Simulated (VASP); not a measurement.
Set up this calculation in VASP 6.6.1, as the native input.

| Item | Value |
| --- | --- |
| Task | single point |
| Functional | r2SCAN |
| Potentials or basis | VASP PAW PBE potentials, release 64 (Ti_sv, O) |
| Cutoff | 520 eV |
| k mesh | 30 × 30 × 24 |
| Occupations | gaussian, width 0.15 eV |
| Spin | no spin polarisation |
| Dipole correction | no |
| Further INCAR settings | ALGO = Normal; EDIFF = 1e-07; NBANDS = 16 |

Crystal: TiO.

```
Ti O
1.0
     2.75833    0.00000    0.00000
    -1.37916    2.38878    0.00000
     0.00000    0.00000    2.91180
Ti O
1 1
Direct
  0.66667 0.33333 0.00000
  0.00000 0.00000 0.50000
```

This cell differs from its parent crystal: ratio of the length along z to the lengths across it x 1.05, volume and fractional coordinates fixed.

These files were run (other wordings do the same):

POSCAR

```
TiO
1.0
    2.7583294382      0.0000000000      0.0000000000
   -1.3791647191      2.3887833655      0.0000000000
    0.0000000000      0.0000000000      2.9118038773
Ti O
1 1
Direct
    0.6666666667      0.3333333333      0.0000000000
    0.0000000000      0.0000000000      0.5000000000
```

INCAR.step1

```
SYSTEM = TiO
PREC = Accurate ; ENCUT = 520
ISMEAR = 0 ; SIGMA = 0.15
LREAL = .FALSE. ; LASPH = .TRUE.
NELM = 60 ; NBANDS = 16
GGA = PE ; ALGO = Normal
EDIFF = 1E-4 ; LWAVE = .TRUE.
LCHARG = .FALSE.
```

INCAR.step2

```
SYSTEM = TiO
PREC = Accurate ; ENCUT = 520
EDIFF = 1E-7 ; ISMEAR = 0
SIGMA = 0.15 ; LREAL = .FALSE.
LASPH = .TRUE. ; NELM = 60
ALGO = Normal ; ISIF = 2
LWAVE = .FALSE. ; LCHARG = .FALSE.
METAGGA = R2SCAN ; LMIXTAU = .TRUE.
NBANDS = 16 ; ISTART = 1
```

KPOINTS

```
Automatic mesh
0
G
  30 30 24
  0 0 0
```

Potentials or basis: VASP PAW PBE potentials, release 64 (Ti_sv, O).

Command:

```console
$ cat potpaw_PBE.64/Ti_sv/POTCAR potpaw_PBE.64/O/POTCAR > POTCAR
$ cp INCAR.step1 INCAR
$ mpirun -np 1 vasp_std > vasp.out
$ cp INCAR.step2 INCAR
$ mpirun -np 1 vasp_std > vasp.out
```

It gave:

The pressure is 1.0 GPa. The band gap on the k mesh is zero (band 9 reaches 11.52 eV, above the bottom of band 10 at 11.51 eV).

Caveat: the PAW data sets were made with another functional, which shifts forces and pressure a little; semilocal functionals often make such compounds metallic where correlation or magnetic order opens a gap, which also shifts bond lengths.

It took 17 min on 1 thread of Intel(R) Xeon(R) Platinum 8259CL CPU @ 2.50GHz (Skylake/Cascade Lake), with other jobs on the host, peak memory 0.45 GiB.
